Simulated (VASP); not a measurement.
# Cu (P6_3/mmc) in VASP: notebook

The runs below take Cu through single point, with PBEsol.

Program: VASP 6.6.1. These are calculated values, not measurements. Logs are shortened: lines on timing, memory, paths and dates and some standing lists are left out, and cuts for length are marked.

## Step 1: The cell of the first run

The structure is hexagonal, space group P6_3/mmc (No. 194). The conventional cell has a = 2.383 Å, b = 2.383 Å, c = 4.052 Å, α = 90.00°, β = 90.00°, γ = 120.00°. Within 3.1 Å of Cu (site symmetry -6m2) lie 12 Cu at 2.38 to 2.45 Å.

This isn't the form of Cu at room conditions, which is fcc.

## Step 2: Single point, PBEsol (9.96 Å³/atom)

INCAR reads:

```
PREC = Accurate
ENCUT = 520
EDIFF = 1E-6
ISMEAR = 0
SIGMA = 0.15
LREAL = False
LASPH = True
NELM = 60
ALGO = Fast
ISIF = 2
LWAVE = False
LCHARG = False
GGA = PS
NBANDS = 18
```

KPOINTS reads:

```
Automatic mesh
0
Gamma
  24 24 12
```

POSCAR reads:

```
Cu
1.0
    2.3831581943      0.0000000000      0.0000000000
   -1.1915790972      2.0638755375      0.0000000000
    0.0000000000      0.0000000000      4.0516072462
Cu
2
Direct
    0.3333333333      0.6666666667      0.2500000000
    0.6666666667      0.3333333333      0.7500000000
```

Potentials or basis: VASP PAW PBE potentials, release 64 (Cu).

Launch:

```bash
$ cat potpaw_PBE.64/Cu/POTCAR > POTCAR
$ mpirun -np 1 vasp_std > vasp.out
```

OUTCAR:

```text
PREC = Accurate
   ENCUT = 520
   EDIFF = 1E-6
   ISMEAR = 0
   LREAL = False
   LASPH = True
   NELM = 60
   ISIF = 2
   GGA = PS

 ion  position               nearest neighbor table
   1  0.333  0.667  0.250-   2 2.45   2 2.45   2 2.45   2 2.45   2 2.45   2 2.45
   2  0.667  0.333  0.750-   1 2.45   1 2.45   1 2.45   1 2.45   1 2.45   1 2.45

  LATTYP: Found a hexagonal cell.
 ALAT       =     2.3831581943
 C/A-ratio  =     1.7001000000

  Lattice vectors:

 A1 = (   2.3831581943,   0.0000000000,   0.0000000000)
 A2 = (  -1.1915790972,   2.0638755375,   0.0000000000)
 A3 = (   0.0000000000,   0.0000000000,   4.0516072462)

Analysis of symmetry for initial positions (statically):
=====================================================================
 Subroutine PRICEL returns:
 Original cell was already a primitive cell.

 Routine SETGRP: Setting up the symmetry group for a
 hexagonal supercell.

 Subroutine GETGRP returns: Found 24 space group operations
 (whereof 12 operations were pure point group operations)
 out of a pool of 24 trial point group operations.

The static configuration has the point symmetry D_3d.
 The point group associated with its full space group is D_6h.

Analysis of symmetry for dynamics (positions and initial velocities):
=====================================================================
 Subroutine PRICEL returns:
 Original cell was already a primitive cell.

 Routine SETGRP: Setting up the symmetry group for a
 hexagonal supercell.

 Subroutine GETGRP returns: Found 24 space group operations
 (whereof 12 operations were pure point group operations)
 out of a pool of 24 trial point group operations.

The dynamic configuration has the point symmetry D_3d.
 The point group associated with its full space group is D_6h.

 Subroutine INISYM returns: Found 24 space group operations
 (whereof 12 operations are pure point group operations),
 and found     1 'primitive' translations

----------------------------------------------------------------------------------------

                                     Primitive cell

  volume of cell :      19.9280

  direct lattice vectors                    reciprocal lattice vectors
     2.383158194  0.000000000  0.000000000     0.419611255  0.242262671  0.000000000
    -1.191579097  2.063875537  0.000000000     0.000000000  0.484525342  0.000000000
     0.000000000  0.000000000  4.051607246     0.000000000  0.000000000  0.246815631

  length of vectors
     2.383158194  2.383158194  4.051607246     0.484525342  0.484525342  0.246815631

  position of ions in fractional coordinates (direct lattice)
     0.333333333  0.666666667  0.250000000
     0.666666667  0.333333333  0.750000000

  ion indices of the primitive-cell ions
   primitive index   ion index
                 1           1
                 2           2

----------------------------------------------------------------------------------------

 KPOINTS: Automatic mesh

Automatic generation of k-mesh.
 Grid dimensions read from file:
 generate k-points for:   24   24   12

 Generating k-lattice:

  Cartesian coordinates                     Fractional coordinates (reciprocal lattice)
     0.017483802  0.010094278  0.000000000     0.041666667  0.000000000  0.000000000
     0.000000000  0.020188556  0.000000000     0.000000000  0.041666667  0.000000000
     0.000000000  0.000000000  0.020567969     0.000000000  0.000000000  0.083333333

  Length of vectors
     0.020188556  0.020188556  0.020567969

  Shift w.r.t. Gamma in fractional coordinates (k-lattice)
     0.000000000  0.000000000  0.000000000

 Subroutine IBZKPT returns following result:
 ===========================================

 Found    427 irreducible k-points:

 Following reciprocal coordinates:
            Coordinates               Weight
  0.000000  0.000000  0.000000      1.000000
  0.041667  0.000000  0.000000      6.000000
  0.083333  0.000000  0.000000      6.000000
  0.125000 -0.000000  0.000000      6.000000
  0.166667  0.000000  0.000000      6.000000
  0.208333  0.000000  0.000000      6.000000
[... 16 lines left out ...]
  0.416667  0.041667  0.000000     12.000000
  0.458333  0.041667  0.000000     12.000000
 [... further k-points ...]
   k-points           NKPTS =    427   k-points in BZ     NKDIM =    427   number of bands    NBANDS=     18
   number of dos      NEDOS =    301   number of ions     NIONS =      2
   total plane-waves  NPLWV =   9720
   dimension x,y,z NGX =    18 NGY =   18 NGZ =   30
   dimension x,y,z NGXF=    36 NGYF=   36 NGZF=   60
   ions per type =               2
   NGX,Y,Z   is equivalent  to a cutoff of  12.56, 12.56, 12.31 a.u.
   NGXF,Y,Z  is equivalent  to a cutoff of  25.11, 25.11, 24.62 a.u.
 SYSTEM =  unknown system
   PREC   = accura    normal or accurate (medium, high low for compatibility)
   ISTART =      0    job   : 0-new  1-cont  2-samecut
   ICHARG =      2    charge: 1-file 2-atom 10-const
   ISPIN  =      1    spin polarized calculation?
   LNONCOLLINEAR =      F non collinear calculations
   LSORBIT =      F    spin-orbit coupling
   LASPH  =      T    aspherical Exc in radial PAW
   ENCUT  =  520.0 eV  38.22 Ry    6.18 a.u.   4.43  4.43  7.53*2*pi/ulx,y,z
   NELM   =     60;   NELMIN=  2; NELMDL= -5     # of ELM steps
   EDIFF  = 0.1E-05   stopping-criterion for ELM
   LREAL  =      F    real-space projection
   EDIFFG = 0.1E-04   stopping-criterion for IOM
   NSW    =      0    number of steps for IOM
   IBRION =     -1    ionic relax: 0-MD 1-quasi-New 2-CG
   NFREE  =      0    steps in history (QN), initial steepest desc. (CG)
   ISIF   =      2    stress and relaxation
   ISYM   =      2    0-nonsym 1-usesym 2-fastsym
   POTIM  = 0.5000    time-step for ionic-motion
   TEBEG  =    0.0;   TEEND  =   0.0 temperature during run
   PSTRESS=    0.0 pullay stress
   NELECT =      22.0000    total number of electrons
   NUPDOWN=      -1.0000    fix difference up-down
   EMIN   =  10.00;   EMAX   =-10.00  energy-range for DOS
   EFERMI =   0.00;   METHOD = LEGACY
   ISMEAR =     0;   SIGMA  =   0.15  broadening in eV -4-tet -1-fermi 0-gaus
   EFERMI_NEDOS =   21; number of points for ismear=-14 and -15
   IALGO  =     68    algorithm
   IMIX   =      4    mixing-type and parameters
     AMIX     =   0.40;   BMIX     =  1.00
     AMIX_MAG =   1.60;   BMIX_MAG =  1.00
  volume/ion in A,a.u.               =       9.96        67.24
  Fermi-wavevector in a.u.,A,eV,Ry     =   1.691977  3.197373 38.950576  2.862787
  Thomas-Fermi vector in A             =   2.773647
   LORBIT       =      0    0 simple, 1 ext, 2 COOP (PROOUT), +10 PAW based schemes
   GGA     = PS    functional components
   LHFCALC =     F    Hartree Fock is set to
   AEXX    =    0.0000 exact exchange contribution
   IVDW    =     0    specifies the selected vdW correction
   LEPSILON=     F    determine dielectric tensor
   LRPA    =     F    only Hartree local field effects (RPA)
 non-spin polarized calculation
 RMM-DIIS sequential band-by-band and
 Gauss-broadening in eV      SIGMA  =   0.15
  energy-cutoff  :      520.00
  volume of cell :       19.93
 maximum number of plane-waves:       552
 NGX is ok and might be reduce to    18
   NGX =  9   NGY =  9   NGZ = 15

 number of electron      21.9999994 magnetization

 Free energy of the ion-electron system (eV)
  ---------------------------------------------------
  ext. energy  EPLUGINS =         0.00000000
  ---------------------------------------------------
  free energy    TOTEN  =        -8.35099237 eV

  energy without entropy =       -8.34323334  energy(sigma->0) =       -8.34711285

 E-fermi :   9.7012     XC(G=0): -13.9319

 val. band max:        9.6929813411   @ k =   0.2500   0.2500   0.1667
 cond. band min:       9.7041897976   @ k =   0.4583   0.0417   0.0000
 fundamental gap:      0.0112084565
 Fermi energy:         9.7012453400

 k-point     1 :       0.0000    0.0000    0.0000
  band No.  band energies     occupation
      1      -1.0673      2.00000
      2       3.4503      2.00000
      3       5.8971      2.00000
      4       6.1493      2.00000
      5       6.1493      2.00000
      6       6.3847      2.00000
[... 10 lines left out ...]
     17      35.1100      0.00000
     18      35.8903      0.00000

 k-point     2 :       0.0417    0.0000    0.0000
  band No.  band energies     occupation
      1      -1.0016      2.00000
      2       3.4932      2.00000
      3       5.8870      2.00000
      4       6.1530      2.00000
      5       6.1770      2.00000
      6       6.3687      2.00000
[... 10 lines left out ...]
     17      34.1853      0.00000
     18      36.3027      0.00000

 k-point     3 :       0.0833    0.0000    0.0000
  band No.  band energies     occupation
      1      -0.8059      2.00000
      2       3.6178      2.00000
      3       5.8449      2.00000
      4       6.1744      2.00000
      5       6.2587      2.00000
      6       6.3278      2.00000
[... 10 lines left out ...]
     17      34.3752      0.00000
     18      36.8529      0.00000

 k-point     4 :       0.1250   -0.0000    0.0000
  band No.  band energies     occupation
      1      -0.4841      2.00000
      2       3.8098      2.00000
      3       5.7625      2.00000
      4       6.1543      2.00000
      5       6.1821      2.00000
      6       6.3200      2.00000
[... 375 lines left out ...]
      4       5.7407      2.00000
      5       6.1343      2.00000
      6       6.2744      2.00000
[... 10 lines left out ...]
     17      25.1309      0.00000
     18      32.5667      0.00000

 k-point    23 :       0.4167    0.0417    0.0000
  band No.  band energies     occupation
      1       3.7235      2.00000
      2       4.1735      2.00000
      3       4.4092      2.00000
      4       5.9287      2.00000
      5       6.0911      2.00000
      6       6.2187      2.00000
[... 10 lines left out ...]
     17      24.5858      0.00000
     18      32.3904      0.00000

 k-point    24 :       0.4583    0.0417    0.0000
  band No.  band energies     occupation
      1       3.9043      2.00000
      2       4.0943      2.00000
      3       4.3707      2.00000
      4       6.0691      2.00000
      5       6.0721      2.00000
      6       6.1896      2.00000
[... 10 lines left out ...]
     17      24.3691      0.00000
     18      32.3098      0.00000

 [... further k-points ...]

------------------------ aborting loop because EDIFF is reached ----------------------------------------

  FORCE on cell =-STRESS in cart. coord.  units (eV):
  Direction    XX          YY          ZZ          XY          YZ          ZX
  --------------------------------------------------------------------------------------
  -------------------------------------------------------------------------------------
  Total        4.4699079      4.4699079      2.9638907     -0.0000000     -0.0000000      0.0000000
  in kB      359.3730019    359.3730019    238.2917735     -0.0000000     -0.0000000      0.0000000
  external PRESSURE =     319.0125924 kB  Pullay stress =       0.0000000 kB

 VOLUME and BASIS-vectors are now :
 -----------------------------------------------------------------------------
  energy-cutoff  :      520.00
  volume of cell :       19.93
      direct lattice vectors                 reciprocal lattice vectors
     2.383158194  0.000000000  0.000000000     0.419611255  0.242262671  0.000000000
    -1.191579097  2.063875537  0.000000000     0.000000000  0.484525342  0.000000000
     0.000000000  0.000000000  4.051607246     0.000000000  0.000000000  0.246815631

 POSITION                                       TOTAL-FORCE (eV/Angst)
 -----------------------------------------------------------------------------------
     -0.00000      1.37592      1.01290        -0.000000      0.000000      0.000000
      1.19158      0.68796      3.03871         0.000000     -0.000000      0.000000
 -----------------------------------------------------------------------------------
    total drift:                               -0.000000      0.000000     -0.000000

  FREE ENERGIE OF THE ION-ELECTRON SYSTEM (eV)
  ---------------------------------------------------
  free  energy   TOTEN  =        -8.3509923685 eV

  energy  without entropy=       -8.3432333390  energy(sigma->0) =       -8.34711285
```

Wall time 62 s (1 thread of Intel Xeon 6975P-C (Granite Rapids), shared host); peak memory 0.22 GiB.

What came out:

```
Free energy            : -8.3510 eV
Pressure               : 31.9 GPa
Band gap on the k mesh : zero (bands 11 and 12 overlap by 6.92 eV)
```

Levels at points of the mesh, in eV from the Fermi level:
| k point | band 8 | band 9 | band 10 | band 11 | band 12 | band 13 | band 14 | band 15 |
| --- | --- | --- | --- | --- | --- | --- | --- | --- |
| (0.00, 0.00, 0.00) | -2.77 | -2.77 | -1.98 | -1.93 | -1.93 | 4.07 | 23.29 | 24.42 |
| (0.50, 0.00, 0.00) | -1.81 | -1.72 | -1.63 | 0.06 | 2.06 | 8.36 | 8.88 | 11.55 |
| (0.00, 0.00, 0.50) | -3.56 | -2.21 | -2.21 | -2.21 | -2.21 | 12.82 | 12.82 | 24.02 |
| (0.50, 0.00, 0.50) | -2.19 | -1.67 | -1.67 | 0.33 | 0.33 | 5.94 | 5.94 | 18.42 |

Caveat: the stress differs along the axes, from 24 to 36 GPa; the PAW data sets were made with another functional, which shifts forces and pressure a little.

## Step 3: Single point, PBEsol (9.96 Å³/atom)

INCAR reads:

```
SYSTEM = Cu
  ALGO = Fast
  EDIFF = 1E-6
  ENCUT = 520
  GGA = PS
  ISIF = 2
  ISMEAR = 0
  LASPH = .TRUE.
  LCHARG = .FALSE.
  LREAL = .FALSE.
  LWAVE = .FALSE.
  NBANDS = 18
  NELM = 60
  PREC = Accurate
  SIGMA = 0.15
```

KPOINTS reads:

```
k-points
0
G
  24 24 12
  0 0 0
```

POSCAR reads:

```
Cu
1.0
    2.5143641130      0.0000000000      0.0000000000
   -1.2571820565      2.1775031963      0.0000000000
    0.0000000000      0.0000000000      3.6397934900
Cu
2
Direct
    0.3333333333      0.6666666667      0.2500000000
    0.6666666667      0.3333333333      0.7500000000
```

Potentials or basis: VASP PAW PBE potentials, release 64 (Cu).

Launch:

```bash
$ cat potpaw_PBE.64/Cu/POTCAR > POTCAR
$ mpirun -np 1 vasp_std > vasp.out
```

Wall time 68 s (1 thread of Intel Xeon 6975P-C (Granite Rapids), shared host); peak memory 0.22 GiB.

It converged, with:

* Free energy: -8.1842 eV
* Pressure: 34.4 GPa
* Band gap on the k mesh: zero (bands 11 and 12 overlap by 5.99 eV)

Stress tensor (GPa, compression positive):
```
23.34  0.00  0.00
 0.00 23.34  0.00
 0.00  0.00 56.50
```

Levels at points of the mesh, in eV from the Fermi level:
```
           k point  band 8  band 9  band 10  band 11  band 12  band 13  band 14  band 15
(0.00, 0.00, 0.00)   -3.18   -3.09    -1.90    -1.90    -0.09     6.63    21.00    21.62
(0.50, 0.00, 0.00)   -2.08   -1.83    -1.55    -0.30     1.42     9.39    10.32    12.37
(0.00, 0.00, 0.50)   -3.59   -2.14    -2.14    -2.14    -2.14    17.44    17.44    21.92
(0.50, 0.00, 0.50)   -2.27   -1.91    -1.91     0.17     0.17     5.57     5.57    16.58
```

Caveat: the stress differs along the axes, from 23 to 56 GPa; the PAW data sets were made with another functional, which shifts forces and pressure a little.
